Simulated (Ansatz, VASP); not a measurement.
## One calculation of ZnCu, two programs

```
CELL_PARAMETERS angstrom
1.48804 -2.12128 0.00000
1.48804 2.12128 0.00000
0.00000 0.00000 4.14075
ATOMIC_POSITIONS crystal
Zn 0.48981 0.48804 0.50240
Cu 0.01082 0.97620 0.00063
```

Change from the starting cell: atoms moved at random, drawn with an rms of 0.05 Å.

Alike in both runs: task single point; functional PBE; k mesh 11 × 11 × 7; occupations fermi-dirac, width 0.05 eV; no spin polarisation.

|  | VASP | Ansatz |
| --- | --- | --- |
| version | VASP 6.6.1 | Ansatz 0.2.0 |
| potentials or method | VASP PAW PBE potentials, release 64 (Zn, Cu) | Ansatz PAW |
| plane-wave cutoff (eV) | 520 | 420 |
| valence electrons in the cell | 23 | 31 |

```tsv
	VASP	Ansatz	Ansatz less VASP
gap on the k mesh at the Fermi level (eV)	none	none	-
pressure (GPa)	0.6	0.2	-0.38
traceless stress, the component that is largest in VASP (GPa)	0.60	0.62	+0.014
rms of the force components (eV/Å)	0.035	0.035	-0.0002
```

Atom by atom the forces differ by 0.001 eV/Å (rms over components). A gap of «none» marks a metal or a gap that the smearing closes. VASP's potentials hold 23 valence electrons a cell and Ansatz's 31, so a difference there can come from the potentials and not from the codes.
